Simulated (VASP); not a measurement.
Runs of VASP 6.6.1 on TaN. The structure is that of space group I4/mmm (No. 139), or close to it. The cells are those of the table. 

```tsv
cell	gap on the mesh (eV)	pressure (GPa)
a = 3.019, b = 3.019, c = 3.253 Å, angles 57.4, 57.4, 65.2°, 2 atoms	none	26.0
a = 3.362, b = 3.362, c = 2.746 Å, angles 65.9, 65.9, 48.2°, 2 atoms	none	(b)
a = 3.275, b = 3.275, c = 2.824 Å, angles 64.5, 64.5, 51.1°, 2 atoms	none	(a)
a = 3.203, b = 3.203, c = 2.900 Å, angles 63.1, 63.1, 53.8°, 2 atoms	none	26.2
a = 3.138, b = 3.138, c = 2.985 Å, angles 61.6, 61.6, 56.8°, 2 atoms	none	7.6
a = 3.002, b = 3.002, c = 3.348 Å, angles 56.1, 56.1, 67.8°, 2 atoms	none	62.8
```

Alike in all rows: task single point; level LDA; potentials or basis VASP PAW LDA potentials, release 64 (Ta_pv, N); no spin polarisation; k mesh 20 × 20 × 20; cutoff (eV) 520; smearing gaussian 0.15 eV.

**Question.** Estimate the missing entries.

**Answer.** (a) 50.5; (b) 83.3.

Caveats: spin-orbit coupling is left out, which moves the levels of the heavy elements; the stress differs along the axes, from -19 to 115 GPa (at least some runs); the stress differs along the axes, from -8 to 129 GPa (at least some runs); the stress differs along the axes, from -14 to 83 GPa (at least some runs); the stress differs along the axes, from -20 to 49 GPa (at least some runs); the stress differs along the axes, from -21 to 22 GPa (at least some runs); the stress differs along the axes, from -16 to 221 GPa (at least some runs).

A k mesh can miss the band edges, and the runs leave out spin-orbit coupling on Ta.

A gap of «none» marks levels without a gap at the run's occupations.
